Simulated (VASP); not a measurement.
# Sb in VASP: notebook

Runs on Sb. Level: PBEsol. Tasks: single point.

Everything below comes from runs of VASP 6.6.1. Logs are shortened: lines on timing, memory, paths and dates and some standing lists are left out, and cuts for length are marked.

## (1) The cell of the first run

The cell holds a slab with vacuum, 5 atoms: a = 3.334 Å, b = 3.334 Å, c = 25.430 Å, α = 90.00°, β = 90.00°, γ = 90.00°.

## (2) Single point, PBEsol

The input, INCAR:

```
SYSTEM = Sb
ALGO = Normal ; DIPOL = 0.5 0.5 0.500
EDIFF = 1E-6 ; ENCUT = 520
GGA = PS ; IDIPOL = 3
ISIF = 2 ; ISMEAR = -1
LASPH = .TRUE. ; LCHARG = .FALSE.
LDIPOL = .TRUE. ; LREAL = .FALSE.
LWAVE = .FALSE. ; NBANDS = 20
NELM = 60 ; PREC = Accurate
SIGMA = 0.1
```

The input, KPOINTS:

```
k-points
0
G
  11 11 1
  0 0 0
```

The input, POSCAR:

```
Sb
1.0
    3.3338465325      0.0000000000      0.0000000000
    0.0000000000      3.3338465325      0.0000000000
    0.0000000000      0.0000000000     25.4295000000
Sb
5
Direct
    0.0000000000      0.0000000000      0.3238290490
    0.5000000000      0.5000000000      0.4057517007
    0.0000000000      0.0000000000      0.4999999152
    0.5000000000      0.5000000000      0.5942483203
    0.0000000000      0.0000000000      0.6761710148
```

Potentials or basis: VASP PAW PBE potentials, release 64 (Sb).

Launch:

```console
$ cat potpaw_PBE.64/Sb/POTCAR > POTCAR
$ mpirun -np 1 vasp_std > vasp.out
```

OUTCAR:

```text
SYSTEM = Sb
   EDIFF = 1E-6
   ENCUT = 520
   GGA = PS
   ISIF = 2
   ISMEAR = -1
   LASPH = .TRUE.
   LREAL = .FALSE.
   NELM = 60
   PREC = Accurate

 ion  position               nearest neighbor table
   1  0.000  0.000  0.324-   2 3.15   2 3.15   2 3.15   2 3.15
   2  0.500  0.500  0.406-   1 3.15   1 3.15   1 3.15   1 3.15   3 3.36   3 3.36   3 3.36   3 3.36

   3  0.000  0.000  0.500-   2 3.36   2 3.36   2 3.36   2 3.36   4 3.36   4 3.36   4 3.36   4 3.36

   4  0.500  0.500  0.594-   5 3.15   5 3.15   5 3.15   5 3.15   3 3.36   3 3.36   3 3.36   3 3.36

   5  0.000  0.000  0.676-   4 3.15   4 3.15   4 3.15   4 3.15

  LATTYP: Found a simple tetragonal cell.
 ALAT       =     3.3338465325
 C/A-ratio  =     7.6276756450

  Lattice vectors:

 A1 = (   3.3338465325,   0.0000000000,   0.0000000000)
 A2 = (   0.0000000000,   3.3338465325,   0.0000000000)
 A3 = (   0.0000000000,   0.0000000000,  25.4295000000)

Analysis of symmetry for initial positions (statically):
=====================================================================
 Subroutine PRICEL returns:
 Original cell was already a primitive cell.

 Routine SETGRP: Setting up the symmetry group for a
 simple tetragonal supercell.

 Subroutine GETGRP returns: Found 16 space group operations
 (whereof 16 operations were pure point group operations)
 out of a pool of 16 trial point group operations.

The static configuration has the point symmetry D_4h.

Analysis of symmetry for dynamics (positions and initial velocities):
=====================================================================
 Subroutine PRICEL returns:
 Original cell was already a primitive cell.

 Routine SETGRP: Setting up the symmetry group for a
 simple tetragonal supercell.

 Subroutine GETGRP returns: Found 16 space group operations
 (whereof 16 operations were pure point group operations)
 out of a pool of 16 trial point group operations.

The dynamic configuration has the point symmetry D_4h.

 Subroutine INISYM returns: Found 16 space group operations
 (whereof 16 operations are pure point group operations),
 and found     1 'primitive' translations

----------------------------------------------------------------------------------------

                                     Primitive cell

  volume of cell :     282.6370

  direct lattice vectors                    reciprocal lattice vectors
     3.333846532  0.000000000  0.000000000     0.299953819  0.000000000  0.000000000
     0.000000000  3.333846532  0.000000000     0.000000000  0.299953819  0.000000000
     0.000000000  0.000000000 25.429500000     0.000000000  0.000000000  0.039324407

  length of vectors
     3.333846532  3.333846532 25.429500000     0.299953819  0.299953819  0.039324407

  position of ions in fractional coordinates (direct lattice)
     0.000000000  0.000000000  0.323829049
     0.500000000  0.500000000  0.405751701
     0.000000000  0.000000000  0.499999915
     0.500000000  0.500000000  0.594248320
     0.000000000  0.000000000  0.676171015

  ion indices of the primitive-cell ions
   primitive index   ion index
                 1           1
                 2           2
                 3           3
                 4           4
                 5           5

----------------------------------------------------------------------------------------

 KPOINTS: k-points

Automatic generation of k-mesh.
 Grid dimensions read from file:
 generate k-points for:   11   11    1

 Generating k-lattice:

  Cartesian coordinates                     Fractional coordinates (reciprocal lattice)
     0.027268529  0.000000000  0.000000000     0.090909091  0.000000000  0.000000000
     0.000000000  0.027268529  0.000000000     0.000000000  0.090909091  0.000000000
     0.000000000  0.000000000  0.039324407     0.000000000  0.000000000  1.000000000

  Length of vectors
     0.027268529  0.027268529  0.039324407

  Shift w.r.t. Gamma in fractional coordinates (k-lattice)
     0.000000000  0.000000000  0.000000000

 Subroutine IBZKPT returns following result:
 ===========================================

 Found     21 irreducible k-points:

 Following reciprocal coordinates:
            Coordinates               Weight
  0.000000  0.000000  0.000000      1.000000
  0.090909  0.000000  0.000000      4.000000
  0.181818  0.000000  0.000000      4.000000
  0.272727  0.000000  0.000000      4.000000
  0.363636  0.000000  0.000000      4.000000
  0.454545  0.000000  0.000000      4.000000
[... 13 lines left out ...]
  0.454545  0.363636  0.000000      8.000000
  0.454545  0.454545  0.000000      4.000000
   k-points           NKPTS =     21   k-points in BZ     NKDIM =     21   number of bands    NBANDS=     20
   number of dos      NEDOS =    301   number of ions     NIONS =      5
   total plane-waves  NPLWV = 150528
   dimension x,y,z NGX =    28 NGY =   28 NGZ =  192
   dimension x,y,z NGXF=    56 NGYF=   56 NGZF=  384
   ions per type =               5
   NGX,Y,Z   is equivalent  to a cutoff of  13.96, 13.96, 12.55 a.u.
   NGXF,Y,Z  is equivalent  to a cutoff of  27.93, 27.93, 25.10 a.u.
 SYSTEM =  Sb
   PREC   = accura    normal or accurate (medium, high low for compatibility)
   ISTART =      0    job   : 0-new  1-cont  2-samecut
   ICHARG =      2    charge: 1-file 2-atom 10-const
   ISPIN  =      1    spin polarized calculation?
   LNONCOLLINEAR =      F non collinear calculations
   LSORBIT =      F    spin-orbit coupling
   LASPH  =      T    aspherical Exc in radial PAW
   ENCUT  =  520.0 eV  38.22 Ry    6.18 a.u.   6.20  6.20 47.28*2*pi/ulx,y,z
   NELM   =     60;   NELMIN=  2; NELMDL= -5     # of ELM steps
   EDIFF  = 0.1E-05   stopping-criterion for ELM
   LREAL  =      F    real-space projection
   EDIFFG = 0.1E-04   stopping-criterion for IOM
   NSW    =      0    number of steps for IOM
   IBRION =     -1    ionic relax: 0-MD 1-quasi-New 2-CG
   NFREE  =      0    steps in history (QN), initial steepest desc. (CG)
   ISIF   =      2    stress and relaxation
   ISYM   =      2    0-nonsym 1-usesym 2-fastsym
   POTIM  = 0.5000    time-step for ionic-motion
   TEBEG  =    0.0;   TEEND  =   0.0 temperature during run
   PSTRESS=    0.0 pullay stress
   NELECT =      25.0000    total number of electrons
   NUPDOWN=      -1.0000    fix difference up-down
   EMIN   =  10.00;   EMAX   =-10.00  energy-range for DOS
   EFERMI =   0.00;   METHOD = LEGACY
   ISMEAR =    -1;   SIGMA  =   0.10  broadening in eV -4-tet -1-fermi 0-gaus
   EFERMI_NEDOS =   21; number of points for ismear=-14 and -15
   IALGO  =     38    algorithm
   IMIX   =      4    mixing-type and parameters
     AMIX     =   0.40;   BMIX     =  1.00
     AMIX_MAG =   1.60;   BMIX_MAG =  1.00
  volume/ion in A,a.u.               =      56.53       381.47
  Fermi-wavevector in a.u.,A,eV,Ry     =   0.729421  1.378407  7.239055  0.532056
  Thomas-Fermi vector in A             =   1.821139
   LORBIT       =      0    0 simple, 1 ext, 2 COOP (PROOUT), +10 PAW based schemes
   GGA     = PS    functional components
   LHFCALC =     F    Hartree Fock is set to
   AEXX    =    0.0000 exact exchange contribution
   IVDW    =     0    specifies the selected vdW correction
   LEPSILON=     F    determine dielectric tensor
   LRPA    =     F    only Hartree local field effects (RPA)
 non-spin polarized calculation
  energy-cutoff  :      520.00
  volume of cell :      282.64
 maximum number of plane-waves:      7642
 NGX is ok and might be reduce to    28
   NGX = 13   NGY = 13   NGZ = 95

 dipolmoment           0.000000      0.000000     -0.000000 electrons x Angstroem

 number of electron      25.0000002 magnetization

 dipolmoment           0.000000      0.000000      0.000000 electrons x Angstroem

 Free energy of the ion-electron system (eV)
  ---------------------------------------------------
  ext. energy  EPLUGINS =         0.00000000
  ---------------------------------------------------
  free energy    TOTEN  =       -21.01705828 eV

  energy without entropy =      -20.90074347  energy(sigma->0) =      -20.95890087

 E-fermi :   1.8056     XC(G=0):  -5.3685

 val. band max:        1.8007543102   @ k =   0.4545   0.1818   0.0000
 cond. band min:       1.8191489016   @ k =   0.4545   0.3636   0.0000
 fundamental gap:      0.0183945914
 Fermi energy:         1.8056328248

 k-point     1 :       0.0000    0.0000    0.0000
  band No.  band energies     occupation
      1     -11.4318      2.00000
      2     -11.0372      2.00000
      3      -9.5134      2.00000
      4      -7.6316      2.00000
      5      -6.2069      2.00000
      6      -2.3630      2.00000
[... 12 lines left out ...]
     19       5.9334      0.00000
     20       6.1576      0.00000

 k-point     2 :       0.0909    0.0000    0.0000
  band No.  band energies     occupation
      1     -11.3189      2.00000
      2     -10.9247      2.00000
      3      -9.4071      2.00000
      4      -7.5425      2.00000
      5      -6.1526      2.00000
      6      -2.2677      2.00000
[... 12 lines left out ...]
     19       5.9931      0.00000
     20       6.1209      0.00000

 k-point     3 :       0.1818    0.0000    0.0000
  band No.  band energies     occupation
      1     -10.9811      2.00000
      2     -10.5885      2.00000
      3      -9.0927      2.00000
      4      -7.2930      2.00000
      5      -6.0373      2.00000
      6      -2.0615      2.00000
[... 12 lines left out ...]
     19       6.1417      0.00000
     20       6.1727      0.00000

 k-point     4 :       0.2727    0.0000    0.0000
  band No.  band energies     occupation
      1     -10.4225      2.00000
      2     -10.0349      2.00000
      3      -8.5894      2.00000
      4      -6.9684      2.00000
      5      -6.0671      2.00000
      6      -2.6563      2.00000
[... 360 lines left out ...]
 k-point    20 :       0.4545    0.3636    0.0000
  band No.  band energies     occupation
      1      -7.0219      2.00000
      2      -6.7553      2.00000
      3      -6.1163      2.00000
      4      -5.9613      2.00000
      5      -5.9514      2.00000
      6      -2.6674      2.00000
[... 12 lines left out ...]
     19       2.7555      0.00015
     20       3.0732      0.00001

 k-point    21 :       0.4545    0.4545    0.0000
  band No.  band energies     occupation
      1      -6.2516      2.00000
      2      -6.0708      2.00000
      3      -5.7504      2.00000
      4      -5.5815      2.00000
      5      -5.4991      2.00000
      6      -3.2666      2.00000
[... 12 lines left out ...]
     19       2.3377      0.00973
     20       2.4428      0.00341

------------------------ aborting loop because EDIFF is reached ----------------------------------------

 vacuum level on the upper side and lower side of the slab       (xc-potential included)        -0.107        -0.107

  FORCE on cell =-STRESS in cart. coord.  units (eV):
  Direction    XX          YY          ZZ          XY          YZ          ZX
  --------------------------------------------------------------------------------------
  -------------------------------------------------------------------------------------
  Total        0.7282840      0.7282840      0.0634868      0.0000000      0.0000000      0.0000000
  in kB        4.1284053      4.1284053      0.3598863      0.0000000      0.0000000      0.0000000
  external PRESSURE =       2.8722323 kB  Pullay stress =       0.0000000 kB

 VOLUME and BASIS-vectors are now :
 -----------------------------------------------------------------------------
  energy-cutoff  :      520.00
  volume of cell :      282.64
      direct lattice vectors                 reciprocal lattice vectors
     3.333846532  0.000000000  0.000000000     0.299953819  0.000000000  0.000000000
     0.000000000  3.333846532  0.000000000     0.000000000  0.299953819  0.000000000
     0.000000000  0.000000000 25.429500000     0.000000000  0.000000000  0.039324407

 POSITION                                       TOTAL-FORCE (eV/Angst)
 -----------------------------------------------------------------------------------
      0.00000      0.00000      8.23481        -0.000000      0.000000     -0.013618
      1.66692      1.66692     10.31806         0.000000     -0.000000      0.010744
      0.00000      0.00000     12.71475         0.000000      0.000000      0.000000
      1.66692      1.66692     15.11144        -0.000000     -0.000000     -0.010744
      0.00000      0.00000     17.19469        -0.000000      0.000000      0.013618
 -----------------------------------------------------------------------------------
    total drift:                               -0.000000      0.000000      0.000004

  FREE ENERGIE OF THE ION-ELECTRON SYSTEM (eV)
  ---------------------------------------------------
  free  energy   TOTEN  =       -21.0170582798 eV

  energy  without entropy=      -20.9007434664  energy(sigma->0) =      -20.95890087

 vacuum level on the upper side and lower side of the slab         5.934         5.934
```

Run time: 92 s. Hardware: 1 thread of Intel Xeon 6975P-C (Granite Rapids), shared host; peak memory 0.44 GiB.

What came out:

```
Free energy   : -21.0171 eV
Largest force : 0.014 eV/Å
```

Forces on the atoms (eV/Å):
```
Sb   0.000  0.000 -0.014
Sb   0.000  0.000  0.011
Sb   0.000  0.000  0.000
Sb   0.000  0.000 -0.011
Sb   0.000  0.000  0.014
```

Caveat: the PAW data sets were made with another functional, which shifts forces and pressure a little; spin-orbit coupling is left out, which moves the levels of the heavy elements.

## (3) Single point, PBEsol

The input, INCAR:

```
SYSTEM = Sb
ALGO = Normal ; EDIFF = 1E-6
ENCUT = 520 ; GGA = PS
ISIF = 2 ; ISMEAR = -1
LASPH = .True. ; LCHARG = .False.
LREAL = .False. ; LWAVE = .False.
NBANDS = 20 ; NELM = 100
PREC = Accurate ; SIGMA = 0.1
```

The input, KPOINTS:

```
k-points
0
Gamma
  11 11 1
  0 0 0
```

POSCAR is that of step 2.

Potentials or basis: VASP PAW PBE potentials, release 64 (Sb).

Launch:

```console
$ cat potpaw_PBE.64/Sb/POTCAR > POTCAR
$ mpirun -np 1 vasp_std > vasp.out
```

Run time: 95 s. Hardware: 1 thread of Intel Xeon 6975P-C (Granite Rapids), shared host; peak memory 0.43 GiB.

The run converged. Its results:

```yaml
Free_energy: -21.0171 eV
Largest_force: 0.014 eV/Å
```

Forces on the atoms (eV/Å):
```
Sb   0.000  0.000 -0.014
Sb   0.000  0.000  0.011
Sb   0.000  0.000  0.000
Sb   0.000  0.000 -0.011
Sb   0.000  0.000  0.014
```

Levels at points of the mesh, in eV from the Fermi level:
```
           k point  band 7  band 8  band 9  band 10  band 11  band 12  band 13  band 14  band 15  band 16
(0.00, 0.00, 0.00)   -2.18    0.24    0.31     0.31     0.74     0.74     2.31     2.31     2.36     3.73
```

Caveat: the PAW data sets were made with another functional, which shifts forces and pressure a little; spin-orbit coupling is left out, which moves the levels of the heavy elements.
